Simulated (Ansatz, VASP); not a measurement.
## One calculation of Sr2CuSO2, two programs

```xyz
6
Lattice="3.9023 0.0000 0.0000 0.0000 3.9023 0.0000 0.0000 0.0000 6.8813" Properties=species:S:1:pos:R:3 pbc="T T T"
Sr    0.0000    0.0000    5.1668
Sr    0.0000    0.0000    1.7145
Cu    1.9512    1.9512    0.0000
S     1.9512    1.9512    3.4406
O     1.9512    0.0000    0.0000
O     0.0000    1.9512    0.0000
```

Alike in both runs: task single point; functional PBE; k mesh 7 × 7 × 4; occupations fermi-dirac, width 0.05 eV; no spin polarisation.

```csv
,VASP,Ansatz
version,VASP 6.6.1,Ansatz 0.2.0
potentials or method,"VASP PAW PBE potentials, release 64 (Sr_sv, Cu, S, O)",Ansatz PAW
plane-wave cutoff (eV),520,420
valence electrons in the cell,49,57
```

```tsv
	VASP	Ansatz	Ansatz less VASP
gap on the k mesh at the Fermi level (eV)	none	none	-
pressure (GPa)	0.3	-0.1	-0.43
traceless stress, the component that is largest in VASP (GPa)	-0.17	-0.02	+0.149
rms of the force components (eV/Å)	0.021	0.037	+0.0159
```

Atom by atom the forces differ by 0.016 eV/Å (rms over components). A gap of «none» marks a metal or a gap that the smearing closes. VASP's potentials hold 49 valence electrons a cell and Ansatz's 57, so a difference there can come from the potentials and not from the codes.
